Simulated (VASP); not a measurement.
# ZnSe (P4/nmm) in VASP: further runs, part 2 of 2

VASP 6.6.1.

### 3 Single point, LDA

This run uses another cell than the first one, of 20.78 Å³/atom, 1.030 times its volume.

Input file INCAR:

```
SYSTEM = ZnSe
ALGO = Normal
EDIFF = 1E-6
ENCUT = 520
GGA = CA
ISIF = 2
ISMEAR = 0
LASPH = .TRUE.
LCHARG = .FALSE.
LREAL = .FALSE.
LWAVE = .FALSE.
NBANDS = 26
NELM = 60
PREC = Accurate
SIGMA = 0.05
```

Input file KPOINTS:

```
k-points
0
G
  8 8 6
  0 0 0
```

Input file POSCAR:

```
ZnSe
1.0
    4.1020000000      0.0000000000      0.0000000000
    0.0000000000      4.1020000000      0.0000000000
    0.0000000000      0.0000000000      4.9408000000
Zn Se
2 2
Direct
    0.0000000000      0.0000000000      0.0000000000
    0.5000000000      0.5000000000      0.0000000000
    0.0000000000      0.5000000000      0.2797006019
    0.5000000000      0.0000000000      0.7202993981
```

Potentials or basis: VASP PAW LDA potentials, release 64 (Zn, Se).

Launch:

```sh
cat potpaw_LDA.64/Zn/POTCAR potpaw_LDA.64/Se/POTCAR > POTCAR
mpirun -np 1 vasp_std > vasp.out
```

OUTCAR:

```text
SYSTEM = ZnSe
   EDIFF = 1E-6
   ENCUT = 520
   GGA = CA
   ISIF = 2
   ISMEAR = 0
   LASPH = .TRUE.
   LREAL = .FALSE.
   NELM = 60
   PREC = Accurate

 ion  position               nearest neighbor table
   1  0.000  0.000  0.000-   3 2.47   4 2.47   3 2.47   4 2.47   2 2.90   2 2.90   2 2.90   2 2.90

   2  0.500  0.500  0.000-   3 2.47   4 2.47   4 2.47   3 2.47   1 2.90   1 2.90   1 2.90   1 2.90

   3  0.000  0.500  0.280-   1 2.47   2 2.47   1 2.47   2 2.47
[... 901 lines left out ...]
  Direction    XX          YY          ZZ          XY          YZ          ZX
  --------------------------------------------------------------------------------------
  -------------------------------------------------------------------------------------
  Total       -0.3242107     -0.3242107      0.9267090      0.0000000      0.0000000      0.0000000
  in kB       -6.2481188     -6.2481188     17.8593393      0.0000000      0.0000000      0.0000000
  external PRESSURE =       1.7877006 kB  Pullay stress =       0.0000000 kB

 VOLUME and BASIS-vectors are now :
 -----------------------------------------------------------------------------
  energy-cutoff  :      520.00
  volume of cell :       83.14
      direct lattice vectors                 reciprocal lattice vectors
     4.102000000  0.000000000  0.000000000     0.243783520  0.000000000  0.000000000
     0.000000000  4.102000000  0.000000000     0.000000000  0.243783520  0.000000000
     0.000000000  0.000000000  4.940800000     0.000000000  0.000000000  0.202396373

 POSITION                                       TOTAL-FORCE (eV/Angst)
 -----------------------------------------------------------------------------------
      0.00000      0.00000      0.00000         0.000000      0.000000      0.000000
      2.05100      2.05100      0.00000         0.000000     -0.000000      0.000000
      0.00000      2.05100      1.38194         0.000000     -0.000000      0.328930
      2.05100      0.00000      3.55886         0.000000      0.000000     -0.328930
 -----------------------------------------------------------------------------------
    total drift:                                0.000000     -0.000000     -0.000000

  FREE ENERGIE OF THE ION-ELECTRON SYSTEM (eV)
  ---------------------------------------------------
  free  energy   TOTEN  =       -13.9885751797 eV

  energy  without entropy=      -13.9885751797  energy(sigma->0) =      -13.98857518
```

stdout:

```text
POSCAR found type information on POSCAR ZnSe
 POSCAR found :  2 types and       4 ions
 scaLAPACK will be used
 LDA part: xc-table for (Slater(with rela. corr.)+CA(PZ))
 , standard interpolation
 POSCAR, INCAR and KPOINTS ok, starting setup
 FFT: planning ... GRIDC
 FFT: planning ... GRID_SOFT
 FFT: planning ... GRID
 WAVECAR not read
 entering main loop
```

Wall time 78 s (1 thread of Intel Xeon Platinum 8124M at 3.00GHz (Skylake/Cascade Lake), shared host); peak memory 0.24 GiB.

What came out:

```yaml
Free_energy: -13.9886 eV
Pressure: 0.2 GPa
Largest_force: 0.329 eV/Å
Band_gap_on_the_k_mesh: 1.07 eV, direct
```

Forces in eV/Å, atoms in the order of the input:
```
Zn   0.000  0.000  0.000
Zn   0.000  0.000  0.000
Se   0.000  0.000  0.329
Se   0.000  0.000 -0.329
```

Stress tensor (GPa, compression positive):
```
-0.62  0.00  0.00
 0.00 -0.62  0.00
 0.00  0.00  1.79
```

Levels at points of the mesh, in eV from the valence-band top:
```tsv
k point	band 15	band 16	band 17	band 18	band 19	band 20	band 21	band 22
(0.00, 0.00, 0.00)	-3.07	0.00	0.00	0.00	1.07	1.65	2.42	5.73
(0.50, 0.00, 0.00)	-2.09	-2.09	-1.39	-1.39	3.38	3.38	5.53	5.53
(0.50, 0.50, 0.00)	-2.27	-2.27	-1.83	-1.83	2.80	2.80	3.40	3.40
(0.00, 0.00, 0.50)	-2.45	-1.54	-1.00	-1.00	1.54	3.75	4.12	4.74
(0.50, 0.00, 0.50)	-1.22	-1.22	-0.46	-0.46	2.06	2.06	5.33	5.33
(0.50, 0.50, 0.50)	-3.41	-3.41	-3.17	-3.17	5.79	5.79	5.87	5.87
```

A k mesh can miss the band edges. LDA gaps usually lie below the measured ones, often by a third to a half.

### 4 Single point, LDA

This run uses another cell than the first one, of 20.79 Å³/atom, 1.030 times its volume.

Input file INCAR:

```
ALGO = Normal
EDIFF = 1E-7
ENCUT = 520
ISIF = 2
ISMEAR = 0
LASPH = True
LCHARG = False
LREAL = False
LWAVE = False
NBANDS = 26
NELM = 100
PREC = Accurate
SIGMA = 0.05
```

Input file KPOINTS:

```
k-points
0
Gamma
  8 8 6
```

Input file POSCAR:

```
ZnSe
1.0
    3.8630000000      0.0000000000      0.0000000000
    0.0000000000      3.8630000000      0.0000000000
    0.0000000000      0.0000000000      5.5715000000
Zn Se
2 2
Direct
    0.0000000000      0.0000000000      0.0000000000
    0.5000000000      0.5000000000      0.0000000000
    0.0000000000      0.5000000000      0.2797006019
    0.5000000000      0.0000000000      0.7202993981
```

Launch:

```sh
cat potpaw_LDA.64/Zn/POTCAR potpaw_LDA.64/Se/POTCAR > POTCAR
mpirun -np 1 vasp_std > vasp.out
```

Run time: 97 s. Hardware: 1 thread of Intel Xeon Platinum 8124M at 3.00GHz (Skylake/Cascade Lake), shared host; peak memory 0.23 GiB.

It converged, with:

| Item | Value |
| --- | --- |
| Free energy | -13.9718 eV |
| Pressure | 0.8 GPa |
| Largest force | 0.287 eV/Å |
| Band gap on the k mesh | 1.47 eV, direct |

Forces in eV/Å, atoms in the order of the input:
```
Zn   0.000  0.000  0.000
Zn   0.000  0.000  0.000
Se   0.000  0.000 -0.287
Se   0.000  0.000  0.287
```

Stress tensor (GPa, compression positive):
```
 2.13  0.00  0.00
 0.00  2.13  0.00
 0.00  0.00 -1.85
```

Levels at points of the mesh, in eV from the valence-band top:
| k point | band 14 | band 15 | band 16 | band 17 | band 18 | band 19 | band 20 | band 21 | band 22 | band 23 |
| --- | --- | --- | --- | --- | --- | --- | --- | --- | --- | --- |
| (0.00, 0.00, 0.00) | -2.64 | -2.64 | -0.51 | 0.00 | 0.00 | 1.47 | 2.12 | 2.68 | 5.06 | 5.06 |
| (0.50, 0.00, 0.00) | -5.13 | -2.73 | -2.73 | -0.96 | -0.96 | 3.79 | 3.79 | 5.12 | 5.12 | 6.61 |
| (0.50, 0.50, 0.00) | -4.82 | -2.91 | -2.91 | -2.60 | -2.60 | 2.28 | 2.28 | 2.46 | 2.46 | 10.91 |
| (0.00, 0.00, 0.50) | -2.21 | -2.21 | -2.17 | -0.79 | -0.79 | 2.41 | 3.14 | 4.07 | 4.60 | 6.18 |
| (0.50, 0.00, 0.50) | -5.95 | -1.10 | -1.10 | -0.89 | -0.89 | 2.14 | 2.14 | 5.45 | 5.45 | 5.78 |
| (0.50, 0.50, 0.50) | -4.45 | -3.64 | -3.64 | -3.39 | -3.39 | 4.32 | 4.32 | 4.80 | 4.80 | 7.50 |

### 5 Single point, LDA

This run uses another cell than the first one, of 20.84 Å³/atom, 1.033 times its volume.

Input file INCAR:

```
SYSTEM = ZnSe
ALGO = Normal
EDIFF = 1E-6
ENCUT = 520
ISIF = 2
ISMEAR = 0
LASPH = .TRUE.
LCHARG = .TRUE.
LELF = .TRUE.
LREAL = .FALSE.
LVHAR = .TRUE.
LWAVE = .FALSE.
NBANDS = 26
NELM = 80
PREC = Accurate
SIGMA = 0.05
```

Input file KPOINTS:

```
k-points
0
G
  8 8 6
  0 0 0
```

Input file POSCAR:

```
ZnSe
1.0
    3.9824792206      0.0000000000      0.0000000000
    0.0000000000      3.9824792206      0.0000000000
    0.0000000000      0.0000000000      5.2561416084
Zn Se
2 2
Direct
    0.0000000000      0.0000000000      0.0000000000
    0.5000000000      0.5000000000      0.0000000000
    0.0000000000      0.5000000000      0.2797006019
    0.5000000000      0.0000000000      0.7202993981
```

Launch:

```sh
cat potpaw_LDA.64/Zn/POTCAR potpaw_LDA.64/Se/POTCAR > POTCAR
mpirun -np 1 vasp_std > vasp.out
```

It took 76 s on 1 thread of Intel Xeon Platinum 8124M at 3.00GHz (Skylake/Cascade Lake), shared host; peak memory 0.23 GiB.

The run converged. Its results:

| Quantity | Value |
| --- | --- |
| Free energy | -14.0303 eV |
| Pressure | 0.4 GPa |
| Largest force | 0.070 eV/Å |
| Band gap on the k mesh | 1.58 eV, direct |

Forces on the atoms (eV/Å):
```
Zn   0.000  0.000  0.000
Zn   0.000  0.000  0.000
Se   0.000  0.000  0.070
Se   0.000  0.000 -0.070
```

Levels at points of the mesh, in eV from the valence-band top:
```csv
k point,band 16,band 17,band 18,band 19,band 20,band 21
"(0.00, 0.00, 0.00)",-0.22,0.00,0.00,1.58,1.59,2.51
"(0.50, 0.00, 0.00)",-2.42,-1.18,-1.18,3.58,3.58,5.36
"(0.50, 0.50, 0.00)",-2.60,-2.24,-2.24,2.53,2.53,2.90
"(0.00, 0.00, 0.50)",-1.78,-0.90,-0.90,1.94,3.34,4.37
"(0.50, 0.00, 0.50)",-1.07,-0.74,-0.74,2.19,2.19,5.55
"(0.50, 0.50, 0.50)",-3.52,-3.26,-3.26,5.03,5.03,5.40
```

A k mesh can miss the band edges. As with any semilocal functional, this LDA gap is likely too small.

### 6 Single point, LDA

This run uses another cell than the first one, of 21.47 Å³/atom, 1.064 times its volume.

Input file INCAR:

```
SYSTEM = ZnSe
PREC     = Accurate       ! precision mode
ENCUT    = 520            ! plane-wave cutoff, eV
EDIFF    = 1E-6           ! SCF threshold, eV
ISMEAR   = 0              ! smearing method
SIGMA    = 0.05           ! smearing width, eV
LREAL    = .FALSE.        ! projectors in reciprocal space
LASPH    = .TRUE.         ! aspherical terms in the spheres
NELM     = 60             ! most SCF steps
ALGO     = Normal         ! electronic algorithm
ISIF     = 2              ! what is computed and relaxed
LWAVE    = .FALSE.        ! write WAVECAR
LCHARG   = .FALSE.        ! write CHGCAR
NBANDS   = 26             ! bands
```

Input file KPOINTS:

```
Automatic mesh
0
G
  8 8 6
  0 0 0
```

POSCAR, as its differences from that of step 5:

```diff
@@ -2,4 +2,4 @@
 1.0
-    3.9824792206      0.0000000000      0.0000000000
-    0.0000000000      3.9824792206      0.0000000000
+    4.0422000000      0.0000000000      0.0000000000
+    0.0000000000      4.0422000000      0.0000000000
     0.0000000000      0.0000000000      5.2561416084
```

Potentials or basis: VASP PAW LDA potentials, release 64 (Zn, Se).

Launch:

```sh
cat potpaw_LDA.64/Zn/POTCAR potpaw_LDA.64/Se/POTCAR > POTCAR
mpirun -np 1 vasp_std > vasp.out
```

It took 70 s on 1 thread of Intel Xeon Platinum 8124M at 3.00GHz (Skylake/Cascade Lake), shared host; peak memory 0.23 GiB.

The run converged. Its results:

- Free energy: -14.0185 eV
- Pressure: -1.7 GPa
- Largest force: 0.179 eV/Å
- Band gap on the k mesh: 1.47 eV, direct

Forces on the atoms (eV/Å):
```
Zn   0.000  0.000  0.000
Zn   0.000  0.000  0.000
Se   0.000  0.000 -0.179
Se   0.000  0.000  0.179
```

Stress tensor (GPa, compression positive):
```
-1.90  0.00  0.00
 0.00 -1.90  0.00
 0.00  0.00 -1.28
```

Levels at points of the mesh, in eV from the valence-band top:
```csv
k point,band 14,band 15,band 16,band 17,band 18,band 19,band 20,band 21,band 22,band 23
"(0.00, 0.00, 0.00)",-2.77,-2.77,-0.16,0.00,0.00,1.47,1.53,2.56,5.40,5.40
"(0.50, 0.00, 0.00)",-4.66,-2.26,-2.26,-1.16,-1.16,3.51,3.51,5.32,5.32,6.66
"(0.50, 0.50, 0.00)",-4.84,-2.44,-2.44,-2.07,-2.07,2.63,2.63,2.97,2.97,10.40
"(0.00, 0.00, 0.50)",-2.25,-2.25,-1.66,-0.87,-0.87,1.82,3.38,4.34,4.39,6.49
"(0.50, 0.00, 0.50)",-5.58,-1.05,-1.05,-0.66,-0.66,2.14,2.14,5.52,5.52,6.05
"(0.50, 0.50, 0.50)",-4.41,-3.34,-3.34,-3.10,-3.10,5.10,5.10,5.33,5.33,8.47
```

A k mesh can miss the band edges.

### 7 Overview

```csv
cell,gap on the mesh (eV),pressure (GPa),largest force (eV/Å)
"a = 4.042, b = 4.042, c = 4.941 Å, 4 atoms",1.15,2.6,0.61
"a = 4.102, b = 4.102, c = 4.941 Å, 4 atoms",1.07,0.2,0.33
"a = 3.863, b = 3.863, c = 5.572 Å, 4 atoms",1.47,0.8,0.29
"a = 3.982, b = 3.982, c = 5.256 Å, 4 atoms",1.58,0.4,0.07
"a = 4.042, b = 4.042, c = 5.256 Å, 4 atoms",1.47,-1.7,0.18
```

Alike in all rows: task single point; level LDA; potentials or basis VASP PAW LDA potentials, release 64 (Zn, Se); no spin polarisation; k mesh 8 × 8 × 6; cutoff (eV) 520; smearing gaussian 0.05 eV.

Total energies depend on the potentials used, so only differences within one code and one set of settings carry meaning.
